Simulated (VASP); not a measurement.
# Sr19Ca5 in VASP: further runs

Sr19Ca5 is run at these levels: PBE; tasks: single point.

Everything below comes from runs of VASP 6.6.1. Logs are shortened: lines on timing, memory, paths and dates and some standing lists are left out, and cuts for length are marked.

### 1 The cell of the first run

The cell holds a disordered packing, 24 atoms: a = 10.499 Å, b = 10.393 Å, c = 11.201 Å, α = 87.65°, β = 89.24°, γ = 91.82°.

### 2 Single point, PBE

File INCAR:

```
PREC = Accurate ; ENCUT = 520
EDIFF = 1E-6 ; ISMEAR = -1
SIGMA = 0.0534 ; LREAL = Auto
LASPH = True ; NELM = 100
ALGO = Normal ; ISIF = 2
LWAVE = False ; LCHARG = False
GGA = PE ; ISYM = 0
NBANDS = 138
```

File KPOINTS:

```
Automatic mesh
0
Gamma
  1 1 1
  0.25 0.25 0.25
```

File POSCAR:

```
Sr19Ca5
1.0
   10.4978800000     -0.1668760000      0.0738540000
   -0.1668760000     10.3895350000      0.2213770000
    0.0738540000      0.2213770000     11.1990180000
Sr Ca
19 5
Direct
    0.2795413479      0.7070345804      0.7595062852
    0.8381735858      0.3501499809      0.7250914657
    0.1439426256      0.0166335933      0.7229308825
    0.5879386136      0.2497571198      0.5019559661
    0.2739384032      0.5958800849      0.3462453054
    0.8062406907      0.9549646092      0.5295400632
    0.4321800180      0.2134970300      0.1950410692
    0.4790518404      0.4100902798      0.8082905617
    0.1547370256      0.1316261145      0.3555056396
    0.2643704620      0.8952461783      0.0949402234
    0.5314618521      0.0427101720      0.8068290779
    0.9024184456      0.8363620035      0.1941017933
    0.2476966866      0.5112793480      0.0731329408
    0.0126603120      0.6782442845      0.5827071892
    0.4971228796      0.9065942624      0.4400504909
    0.7237463665      0.3153339954      0.0550974864
    0.0385678425      0.2314438231      0.0549440381
    0.9781304898      0.6428041136      0.9435247005
    0.6076594346      0.7566111140      0.1086929784
    0.9039498088      0.4627911151      0.3421224416
    0.6304491490      0.6062527695      0.3897896574
    0.8547300038      0.9980307055      0.8762201049
    0.6718645670      0.7056871253      0.7402665319
    0.1601896773      0.3437246397      0.6730357628
```

Potentials or basis: VASP PAW PBE potentials, release 64 (Sr_sv, Ca_sv).

On the command line:

```bash
> cat potpaw_PBE.64/Sr_sv/POTCAR potpaw_PBE.64/Ca_sv/POTCAR > POTCAR
> mpirun -np 1 vasp_std > vasp.out
```

OUTCAR:

```text
PREC = Accurate
   ENCUT = 520
   EDIFF = 1E-6
   ISMEAR = -1
   LREAL = Auto
   LASPH = True
   NELM = 100
   ISIF = 2
   GGA = PE
   ISYM = 0

 ion  position               nearest neighbor table
   1  0.280  0.707  0.760-  14 3.47   3 3.57  18 3.78   8 3.81  13 3.99  24 4.10  23 4.12  10 4.31
                            11 4.36  15 4.60   5 4.82
   2  0.838  0.350  0.725-  24 3.43   4 3.80  16 3.87   8 3.95  22 3.98  14 4.08  23 4.15  18 4.22
                            17 4.43  11 4.52   6 4.74   3 4.80
   3  0.144  0.017  0.723-  24 3.42  22 3.46   1 3.57  14 4.12  11 4.19   6 4.22   9 4.24  10 4.51
                            17 4.56  18 4.79   2 4.80  15 5.04
   4  0.588  0.250  0.502-  15 3.76   2 3.80   7 3.85  21 3.87   6 3.89  11 3.99   8 4.04   9 4.99

   5  0.274  0.596  0.346-  13 3.23  21 3.78  14 3.93  20 4.08  15 4.11  10 4.11  19 4.60   7 4.72
                             1 4.82   9 4.94  12 4.98
   6  0.806  0.955  0.530-  15 3.44  23 3.67  14 3.69   4 3.89  22 3.96  12 4.12   3 4.22  11 4.35
                             9 4.43   2 4.74
   7  0.432  0.213  0.195-   9 3.47  16 3.53   4 3.85  10 3.91  13 3.91  15 4.20  17 4.45   5 4.72
                             8 4.73  11 4.88
   8  0.479  0.410  0.808-  23 3.67  24 3.75   1 3.81  11 3.88  16 3.92   2 3.95  13 4.00   4 4.04
                             7 4.73
   9  0.155  0.132  0.356-   7 3.47  17 3.72  10 4.07   3 4.24   6 4.43  15 4.44  12 4.45   5 4.94
                             4 4.99  13 5.02
  10  0.264  0.895  0.095-   7 3.91  19 3.93  12 3.97  13 4.01   9 4.07   5 4.11  17 4.30   1 4.31
                            18 4.33  11 4.44   3 4.51  15 4.60
  11  0.531  0.043  0.807-  22 3.53   8 3.88  23 3.94   4 3.99   3 4.19   6 4.35   1 4.36  15 4.42
                            10 4.44  16 4.50  19 4.51   2 4.52   7 4.88
  12  0.902  0.836  0.194-  19 3.34  18 3.61  22 3.92  10 3.97   6 4.12   9 4.45  17 4.51  14 4.76
                             5 4.98  15 5.13
  13  0.248  0.511  0.073-   5 3.23  18 3.49  17 3.60   7 3.91   1 3.99   8 4.00  10 4.01  19 4.52
                             9 5.02
  14  0.013  0.678  0.583-   1 3.47   6 3.69  20 3.74   5 3.93  24 3.95  23 3.99  18 4.05   2 4.08
                             3 4.12  12 4.76
  15  0.497  0.907  0.440-   6 3.44  21 3.52   4 3.76   5 4.11   7 4.20  19 4.25  11 4.42   9 4.44
                             1 4.60  10 4.60   3 5.04  12 5.13
  16  0.724  0.315  0.055-  17 3.45   7 3.53   2 3.87   8 3.92  20 4.08  18 4.39  11 4.50  19 4.84

  17  0.039  0.231  0.055-  16 3.45  13 3.60   9 3.72  22 3.72  10 4.30   2 4.43   7 4.45  18 4.47
                            12 4.51   3 4.56
  18  0.978  0.643  0.944-  13 3.49  12 3.61   1 3.78  22 4.00  23 4.02  14 4.05   2 4.22  10 4.33
                            16 4.39  17 4.47  19 4.50   3 4.79
  19  0.608  0.757  0.109-  12 3.34  21 3.47  10 3.93  15 4.25  18 4.50  11 4.51  13 4.52   5 4.60
                            16 4.84
  20  0.904  0.463  0.342-  14 3.74  16 4.08   5 4.08
  21  0.630  0.606  0.390-  19 3.47  15 3.52   5 3.78   4 3.87
  22  0.855  0.998  0.876-   3 3.46  11 3.53  17 3.72  12 3.92   6 3.96   2 3.98  18 4.00
  23  0.672  0.706  0.740-   6 3.67   8 3.67  11 3.94  14 3.99  18 4.02   1 4.12   2 4.15
  24  0.160  0.344  0.673-   3 3.42   2 3.43   8 3.75  14 3.95   1 4.10

IMPORTANT INFORMATION: All symmetrisations will be switched off!
NOSYMM: (Re-)initialisation of all symmetry stuff for point group C_1.

----------------------------------------------------------------------------------------

                                     Primitive cell

  volume of cell :    1220.5671

  direct lattice vectors                    reciprocal lattice vectors
    10.497880000 -0.166876000  0.073854000     0.095286516  0.001544525 -0.000658916
    -0.166876000 10.389535000  0.221377000     0.001544525  0.096316292 -0.001914122
     0.073854000  0.221377000 11.199018000    -0.000658916 -0.001914122  0.089335726

  length of vectors
    10.499466011 10.393233034 11.201449297     0.095301311  0.096347691  0.089358659

  position of ions in fractional coordinates (direct lattice)
     0.279541348  0.707034580  0.759506285
     0.838173586  0.350149981  0.725091466
     0.143942626  0.016633593  0.722930883
     0.587938614  0.249757120  0.501955966
     0.273938403  0.595880085  0.346245305
     0.806240691  0.954964609  0.529540063
[... 16 lines left out ...]
     0.671864567  0.705687125  0.740266532
     0.160189677  0.343724640  0.673035763

  ion indices of the primitive-cell ions
   primitive index   ion index
                 1           1
                 2           2
                 3           3
                 4           4
                 5           5
                 6           6
[... 16 lines left out ...]
                23          23
                24          24

----------------------------------------------------------------------------------------

 KPOINTS: Automatic mesh

Automatic generation of k-mesh.
 Grid dimensions read from file:
 generate k-points for:    1    1    1

 Generating k-lattice:

  Cartesian coordinates                     Fractional coordinates (reciprocal lattice)
     0.095286516  0.001544525 -0.000658916     1.000000000 -0.000000000  0.000000000
     0.001544525  0.096316292 -0.001914122     0.000000000  1.000000000  0.000000000
    -0.000658916 -0.001914122  0.089335726     0.000000000  0.000000000  1.000000000

  Length of vectors
     0.095301311  0.096347691  0.089358659

  Shift w.r.t. Gamma in fractional coordinates (k-lattice)
     0.250000000  0.250000000  0.250000000

 Subroutine IBZKPT returns following result:
 ===========================================

 Found      1 irreducible k-points:

 Following reciprocal coordinates:
            Coordinates               Weight
  0.250000  0.250000  0.250000      2.000000
   k-points           NKPTS =      1   k-points in BZ     NKDIM =      1   number of bands    NBANDS=    138
   number of dos      NEDOS =    301   number of ions     NIONS =     24
   total plane-waves  NPLWV = 537600
   dimension x,y,z NGX =    80 NGY =   80 NGZ =   84
   dimension x,y,z NGXF=   160 NGYF=  160 NGZF=  168
   ions per type =              19   5
   NGX,Y,Z   is equivalent  to a cutoff of  12.67, 12.80, 12.47 a.u.
   NGXF,Y,Z  is equivalent  to a cutoff of  25.33, 25.59, 24.93 a.u.
 SYSTEM =  unknown system
   PREC   = accura    normal or accurate (medium, high low for compatibility)
   ISTART =      0    job   : 0-new  1-cont  2-samecut
   ICHARG =      2    charge: 1-file 2-atom 10-const
   ISPIN  =      1    spin polarized calculation?
   LNONCOLLINEAR =      F non collinear calculations
   LSORBIT =      F    spin-orbit coupling
   LASPH  =      T    aspherical Exc in radial PAW
   ENCUT  =  520.0 eV  38.22 Ry    6.18 a.u.  19.52 19.32 20.83*2*pi/ulx,y,z
   NELM   =    100;   NELMIN=  2; NELMDL= -5     # of ELM steps
   EDIFF  = 0.1E-05   stopping-criterion for ELM
   LREAL  =      T    real-space projection
   EDIFFG = 0.1E-04   stopping-criterion for IOM
   NSW    =      0    number of steps for IOM
   IBRION =     -1    ionic relax: 0-MD 1-quasi-New 2-CG
   NFREE  =      0    steps in history (QN), initial steepest desc. (CG)
   ISIF   =      2    stress and relaxation
   ISYM   =      0    0-nonsym 1-usesym 2-fastsym
   POTIM  = 0.5000    time-step for ionic-motion
   TEBEG  =    0.0;   TEEND  =   0.0 temperature during run
   PSTRESS=    0.0 pullay stress
   NELECT =     240.0000    total number of electrons
   NUPDOWN=      -1.0000    fix difference up-down
   EMIN   =  10.00;   EMAX   =-10.00  energy-range for DOS
   EFERMI =   0.00;   METHOD = LEGACY
   ISMEAR =    -1;   SIGMA  =   0.05  broadening in eV -4-tet -1-fermi 0-gaus
   EFERMI_NEDOS =   21; number of points for ismear=-14 and -15
   IALGO  =     38    algorithm
   IMIX   =      4    mixing-type and parameters
     AMIX     =   0.40;   BMIX     =  1.00
     AMIX_MAG =   1.60;   BMIX_MAG =  1.00
  volume/ion in A,a.u.               =      50.86       343.20
  Fermi-wavevector in a.u.,A,eV,Ry     =   0.951973  1.798968 12.330319  0.906253
  Thomas-Fermi vector in A             =   2.080493
   LORBIT       =      0    0 simple, 1 ext, 2 COOP (PROOUT), +10 PAW based schemes
   GGA     = PE    functional components
   LHFCALC =     F    Hartree Fock is set to
   AEXX    =    0.0000 exact exchange contribution
   IVDW    =     0    specifies the selected vdW correction
   LEPSILON=     F    determine dielectric tensor
   LRPA    =     F    only Hartree local field effects (RPA)
 non-spin polarized calculation
  energy-cutoff  :      520.00
  volume of cell :     1220.57
 maximum number of plane-waves:     32875
 NGX is ok and might be reduce to    80
   NGX = 39   NGY = 39   NGZ = 41

 number of electron     240.0000008 magnetization

 Free energy of the ion-electron system (eV)
  ---------------------------------------------------
  ext. energy  EPLUGINS =         0.00000000
  ---------------------------------------------------
  free energy    TOTEN  =       -33.16506884 eV

  energy without entropy =      -32.77141160  energy(sigma->0) =      -32.96824022

 E-fermi :   1.6302     XC(G=0):  -7.4607

 val. band max:        1.6258943628   @ k =   0.2500   0.2500   0.2500
 cond. band min:       1.6532556834   @ k =   0.2500   0.2500   0.2500
 fundamental gap:      0.0273613206
 Fermi energy:         1.6301835403

 k-point     1 :       0.2500    0.2500    0.2500
  band No.  band energies     occupation
      1     -40.7685      2.00000
      2     -40.7666      2.00000
      3     -40.5188      2.00000
      4     -40.5097      2.00000
      5     -40.4056      2.00000
      6     -35.0531      2.00000
[... 124 lines left out ...]
    131       2.1003      0.00030
    132       2.2125      0.00004
 [bands above 132 left out]

------------------------ aborting loop because EDIFF is reached ----------------------------------------

  FORCE on cell =-STRESS in cart. coord.  units (eV):
  Direction    XX          YY          ZZ          XY          YZ          ZX
  --------------------------------------------------------------------------------------
  -------------------------------------------------------------------------------------
  Total       21.2076293      7.5683654      4.5058400     -2.3477405     -1.6209781      0.2505529
  in kB       27.8381944      9.9346147      5.9145908     -3.0817616     -2.1277769      0.3288882
  external PRESSURE =      14.5624667 kB  Pullay stress =       0.0000000 kB

 VOLUME and BASIS-vectors are now :
 -----------------------------------------------------------------------------
  energy-cutoff  :      520.00
  volume of cell :     1220.57
      direct lattice vectors                 reciprocal lattice vectors
    10.497880000 -0.166876000  0.073854000     0.095286516  0.001544525 -0.000658916
    -0.166876000 10.389535000  0.221377000     0.001544525  0.096316292 -0.001914122
     0.073854000  0.221377000 11.199018000    -0.000658916 -0.001914122  0.089335726

 POSITION                                       TOTAL-FORCE (eV/Angst)
 -----------------------------------------------------------------------------------
      2.87270      7.46725      8.68289         1.078135     -0.152760      0.010049
      8.79416      3.65854      8.25973        -0.082946     -0.109442     -0.123121
      1.56171      0.30884      8.11043         0.244978      0.022559     -0.102969
      6.16750      2.60787      5.72013        -0.348966      0.527076     -0.157286
      2.80191      6.22185      4.02975        -0.055699      0.012831      1.217612
      8.34357      9.90432      6.20128         0.795317      0.615394     -0.010301
[... 16 lines left out ...]
      6.99006      7.38352      8.49610        -0.012572     -0.054742      0.071753
      1.67400      3.69340      7.62526         0.502566      0.576279     -0.203070
 -----------------------------------------------------------------------------------
    total drift:                               -0.001367      0.002221      0.001732

  FREE ENERGIE OF THE ION-ELECTRON SYSTEM (eV)
  ---------------------------------------------------
  free  energy   TOTEN  =       -33.1650688381 eV

  energy  without entropy=      -32.7714116048  energy(sigma->0) =      -32.96824022
```

Run time: 6.8 min. Hardware: 1 thread of AMD EPYC 7R13 (Zen 3), shared host; peak memory 0.98 GiB.

What came out:

```
Free energy   : -33.1651 eV
Pressure      : 1.5 GPa
Largest force : 1.376 eV/Å
```

Forces on the atoms (eV/Å):
```
Sr   1.078 -0.153  0.010
Sr  -0.083 -0.109 -0.123
Sr   0.245  0.023 -0.103
Sr  -0.349  0.527 -0.157
Sr  -0.056  0.013  1.218
Sr   0.795  0.615 -0.010
Sr   0.268  0.179 -0.402
Sr  -0.114 -0.211  0.098
Sr  -0.578 -0.152  1.007
Sr  -0.214  0.024 -0.323
Sr  -0.467 -0.057  0.103
Sr   0.813  0.460  1.010
Sr   0.621 -0.277 -0.688
Sr  -0.567  0.067 -0.420
Sr  -1.206  0.017 -0.091
Sr  -0.310  0.452  0.225
Sr   0.697 -0.317 -0.429
Sr  -0.665 -0.126 -0.322
Sr  -0.895 -0.249 -0.944
Ca   0.646 -0.599 -0.391
Ca  -0.012 -0.321  0.729
Ca  -0.141 -0.324  0.136
Ca  -0.013 -0.055  0.072
Ca   0.503  0.576 -0.203
```

Levels at points of the mesh, in eV from the Fermi level:
```
           k point  band 117  band 118  band 119  band 120  band 121  band 122  band 123  band 124
(0.25, 0.25, 0.25)     -0.19     -0.11     -0.07      0.00      0.02      0.05      0.13      0.17
```

Caveat: the k points lie up to 0.61 Å⁻¹ apart; the atoms stand as in a frame of molecular dynamics.

### 3 Single point, PBE

File INCAR:

```
SYSTEM = Sr19Ca5
ALGO = Normal
EDIFF = 1E-6
ENCUT = 520
GGA = PE
ISIF = 2
ISMEAR = -1
ISYM = 0
LASPH = .True.
LCHARG = .False.
LREAL = Auto
LWAVE = .False.
NBANDS = 138
NELM = 80
PREC = Accurate
SIGMA = 0.0957
```

KPOINTS is that of step 2.

File POSCAR:

```
Sr19Ca5
1.0
   10.4978800000     -0.1668760000      0.0738540000
   -0.1668760000     10.3895350000      0.2213770000
    0.0738540000      0.2213770000     11.1990180000
Sr Ca
19 5
Direct
    0.2946289095      0.6956359502      0.7382810419
    0.8142868674      0.3466214896      0.7358164468
    0.1266020653      1.0073444563      0.7276291580
    0.5884541319      0.2786355508      0.4978839936
    0.2863677382      0.5909780047      0.3699582106
    0.8164275137      0.9425388247      0.5301275652
    0.4287298023      0.2150384180      0.1657152466
    0.4533310443      0.4108298601      0.8019435639
    0.1711474015      0.1286566767      0.3845266121
    0.2499108933      0.8999159692      0.0851654478
    0.5268927615      0.0423188804      0.8259406704
    0.8965042648      0.8392755959      0.2130929034
    0.2638644002      0.5179864363      0.0359993417
    0.9724863783      0.6931698274      0.5560309068
    0.4685935032      0.8866556545      0.4405202605
    0.7150227111      0.3378151879      0.0674253046
    0.0393489430      0.2392864879      0.0325329773
    0.9803945556      0.6636829523      0.9352284102
    0.6183730049      0.7535861180      0.0932087122
    0.9284188836      0.4677139917      0.3496656967
    0.6428721613      0.5926474403      0.3939235393
    0.8594789860      0.9947007375      0.9188185226
    0.6761012556      0.7125557856      0.7893629384
    0.1459471208      0.3512606047      0.6923742066
```

Potentials or basis: VASP PAW PBE potentials, release 64 (Sr_sv, Ca_sv).

On the command line:

```bash
> cat potpaw_PBE.64/Sr_sv/POTCAR potpaw_PBE.64/Ca_sv/POTCAR > POTCAR
> mpirun -np 1 vasp_std > vasp.out
```

It took 11 min on 1 thread of AMD EPYC 7R43 (Zen 3), shared host; peak memory 1 GiB.

The run converged. Its results:

```
Free energy   : -33.8797 eV
Pressure      : 1.5 GPa
Largest force : 1.761 eV/Å
```

Forces in eV/Å, atoms in the order of the input:
```
Sr   0.185  0.500 -0.363
Sr   0.165 -0.014 -0.119
Sr   0.331 -0.039  0.006
Sr  -0.534 -0.657 -0.315
Sr  -0.333 -0.528  0.072
Sr  -0.709  1.593  0.244
Sr  -0.156 -0.166  0.089
Sr   0.759 -0.625 -0.098
Sr  -0.509  0.033  0.231
Sr  -0.070 -0.116 -0.114
Sr  -0.313  0.130 -0.233
Sr   0.877  0.282  0.815
Sr   0.379  0.126  0.685
Sr   0.796 -0.784  0.549
Sr  -0.084  0.687  0.066
Sr   0.119  0.678  0.147
Sr   0.818 -0.006  0.230
Sr  -0.263 -0.357 -0.208
Sr  -1.284 -0.291  0.005
Ca   0.429 -0.930 -0.672
Ca  -0.030  0.414  0.357
Ca  -0.531 -0.107 -0.322
Ca  -0.107 -0.242 -0.708
Ca   0.067  0.421 -0.345
```

Stress tensor (GPa, compression positive):
```
 2.63 -0.40 -0.20
-0.40  1.38 -0.13
-0.20 -0.13  0.46
```

Levels at points of the mesh, in eV from the Fermi level:
| k point | band 117 | band 118 | band 119 | band 120 | band 121 | band 122 |
| --- | --- | --- | --- | --- | --- | --- |
| (0.25, 0.25, 0.25) | -0.23 | -0.11 | -0.03 | 0.01 | 0.03 | 0.06 |

Caveat: the k points lie up to 0.61 Å⁻¹ apart; the atoms stand as in a frame of molecular dynamics.

(Continued in part 2 of 2.)
